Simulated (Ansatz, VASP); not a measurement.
## Two plane-wave programs on AlN

```
CELL_PARAMETERS angstrom
0.00000 2.13637 2.18488
2.13637 0.00000 2.18488
2.13637 2.13637 0.00000
ATOMIC_POSITIONS crystal
Al 0.00000 0.00000 0.00000
N 0.25000 0.25000 0.25000
```

Change from the starting cell: biaxial_xy strain -2.2%.

Alike in both runs: task single point; functional r2SCAN; k mesh 10 × 10 × 10; no spin polarisation.

```csv
,VASP,Ansatz
version,VASP 6.6.1,Ansatz 0.2.0
potentials or method,"VASP PAW PBE potentials, release 64 (Al, N)","plane waves, PAW"
plane-wave cutoff (eV),520,500
occupations,"gaussian, width 0.01 eV",fixed
valence electrons in the cell,8,8
```

VASP gave:

| Property | Result |
| --- | --- |
| gap on the k mesh at the Fermi level (eV) | 3.90 |
| pressure (GPa) | 9.9 |
| traceless stress, the component that is largest in VASP (GPa) | -2.28 |

Question: Which values does Ansatz return?

Answer: gap on the k mesh at the Fermi level (eV): 3.91; pressure (GPa): 10.3; traceless stress, the component that is largest in VASP (GPa): -2.28.

VASP's potentials were made for PBE, not for r2SCAN.
